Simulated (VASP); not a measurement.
Zn, 1 atom in the cell. It takes space group I4/mmm (No. 139, tetragonal). Conventional cell: a = 2.779 Å, b = 2.779 Å, c = 3.851 Å, α = 90.00°, β = 90.00°, γ = 90.00°. Zn (site symmetry 4/mmm) has 12 Zn at 2.75 to 2.78 Å within 3.6 Å. 

- Program: VASP 6.6.1
- Task: single point
- Functional: PBEsol
- Potentials or basis: VASP PAW PBE potentials, release 64 (Zn)
- Cutoff: 520 eV
- k mesh: 10 × 10 × 10
- Occupations: fermi-dirac, width 0.05 eV
- Spin: no spin polarisation
- Dipole correction: no
- Further INCAR settings: ALGO = Fast; EDIFF = 1e-07; NBANDS = 12

Potentials or basis: VASP PAW PBE potentials, release 64 (Zn).

Launch:

```bash
$ cat potpaw_PBE.64/Zn/POTCAR > POTCAR
$ mpirun -np 1 vasp_std > vasp.out
```

Hardware: 1 thread of AMD EPYC 9R14 (Zen 4) (shared host).

**Question.** Estimate the wall time of this run.

**Answer.** It took 11 s on 1 thread of AMD EPYC 9R14 (Zen 4), with other jobs on the host, peak memory 0.1 GiB. Counts: scf iterations 12, k points 102.
